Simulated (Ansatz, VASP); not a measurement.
One calculation of CsLi26H27, two programs

```xyz
54
Lattice="0.0000 6.0259 6.0259 6.0259 0.0000 6.0259 6.0259 6.0259 0.0000" Properties=species:S:1:pos:R:3 pbc="T T T"
Cs    0.0000    0.0000    0.0000
Li    2.0086    2.0086    0.0000
Li    4.0172    4.0172    0.0000
Li    2.0086    0.0000    2.0086
Li    4.0172    2.0086    2.0086
Li    6.0259    4.0172    2.0086
Li    4.0172    0.0000    4.0172
Li    6.0259    2.0086    4.0172
Li    8.0345    4.0172    4.0172
Li    0.0000    2.0086    2.0086
Li    2.0086    4.0172    2.0086
Li    4.0172    6.0259    2.0086
Li    2.0086    2.0086    4.0172
Li    4.0172    4.0172    4.0172
Li    6.0259    6.0259    4.0172
Li    4.0172    2.0086    6.0259
Li    6.0259    4.0172    6.0259
Li    8.0345    6.0259    6.0259
Li    0.0000    4.0172    4.0172
Li    2.0086    6.0259    4.0172
Li    4.0172    8.0345    4.0172
Li    2.0086    4.0172    6.0259
Li    4.0172    6.0259    6.0259
Li    6.0259    8.0345    6.0259
Li    4.0172    4.0172    8.0345
Li    6.0259    6.0259    8.0345
Li    8.0345    8.0345    8.0345
H     2.0086    2.0086    2.0086
H     4.0172    4.0172    2.0086
H     6.0259    6.0259    2.0086
H     4.0172    2.0086    4.0172
H     6.0259    4.0172    4.0172
H     8.0345    6.0259    4.0172
H     6.0259    2.0086    6.0259
H     8.0345    4.0172    6.0259
H    10.0431    6.0259    6.0259
H     2.0086    4.0172    4.0172
H     4.0172    6.0259    4.0172
H     6.0259    8.0345    4.0172
H     4.0172    4.0172    6.0259
H     6.0259    6.0259    6.0259
H     8.0345    8.0345    6.0259
H     6.0259    4.0172    8.0345
H     8.0345    6.0259    8.0345
H    10.0431    8.0345    8.0345
H     2.0086    6.0259    6.0259
H     4.0172    8.0345    6.0259
H     6.0259   10.0431    6.0259
H     4.0172    6.0259    8.0345
H     6.0259    8.0345    8.0345
H     8.0345   10.0431    8.0345
H     6.0259    6.0259   10.0431
H     8.0345    8.0345   10.0431
H    10.0431   10.0431   10.0431
```

Alike in both runs: task electric field gradients; functional PBE; k mesh 3 × 3 × 3; occupations fermi-dirac, width 0.01 eV; no spin polarisation.

```csv
,VASP,Ansatz
version,VASP 6.6.1,Ansatz 0.2.0
potentials or method,"VASP PAW PBE potentials, release 64 (Cs_sv, Li_sv, H)","plane-wave PAW, scalar-relativistic"
plane-wave cutoff (eV),520,420
valence electrons in the cell,114,114
```

VASP gave:

| Property | Result |
| --- | --- |
| gap on the k mesh at the Fermi level (eV) | 2.04 |
| rms of the force components (eV/Å) | 0.754 |
| size of Vzz on the site where it differs most (V/Å²) | 1.2 |

Task: Estimate Ansatz's values.

Result: gap on the k mesh at the Fermi level (eV): 2.09; rms of the force components (eV/Å): 0.732; size of Vzz on the site where it differs most (V/Å²): 1.4.

Atom by atom the forces differ by 0.022 eV/Å (rms over components). With one functional, cell and mesh, what is left measures potentials, basis and numerics.

Spin-orbit coupling is off throughout. Noted on VASP's run: the cutoff is under 1.25 times that of the potentials, so the pressure is a little rough.
